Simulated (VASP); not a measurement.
Input of a VASP 6.6.1 run:

The input INCAR:

```
SYSTEM = C
PREC     = Accurate       ! precision mode
ENCUT    = 520            ! plane-wave cutoff, eV
EDIFF    = 1E-6           ! SCF threshold, eV
ISMEAR   = 0              ! smearing method
SIGMA    = 0.05           ! smearing width, eV
LREAL    = .FALSE.        ! projectors in reciprocal space
LASPH    = .TRUE.         ! aspherical terms in the spheres
NELM     = 100            ! most SCF steps
ALGO     = Normal         ! electronic algorithm
ISIF     = 2              ! what is computed and relaxed
LWAVE    = .FALSE.        ! write WAVECAR
LCHARG   = .FALSE.        ! write CHGCAR
GGA      = PS             ! functional
IVDW     = 12             ! dispersion correction
NBANDS   = 11             ! bands
```

File KPOINTS:

```
regular mesh
0
G
  15 15 15
  0 0 0
```

File POSCAR:

```
C
1.0
    1.2290461105      0.7095901028      3.2829684898
   -1.2290461105      0.7095901028      3.2829684898
    0.0000000000     -1.4191802055      3.2829684898
C
2
Direct
    0.1727600798      0.1727600798      0.1445747938
    0.8272399202      0.8272399202      0.8554252062
```

Potentials or basis: VASP PAW PBE potentials, release 64 (C).

The run is started by

```console
$ cat potpaw_PBE.64/C/POTCAR > POTCAR
$ mpirun -np 1 vasp_std > vasp.out
```

(1) Estimate the pressure.

(2) Estimate the largest force.

(3) Predict the dispersion energy per atom.

Results:

(1) 3.2 GPa.

(2) 4.071 eV/Å.

(3) -0.113 eV.

Caveat: the cell differs from its parent crystal (atoms displaced along a vibrational mode); the cell stands under pressure; the PAW data sets were made with another functional, which shifts forces and pressure a little.
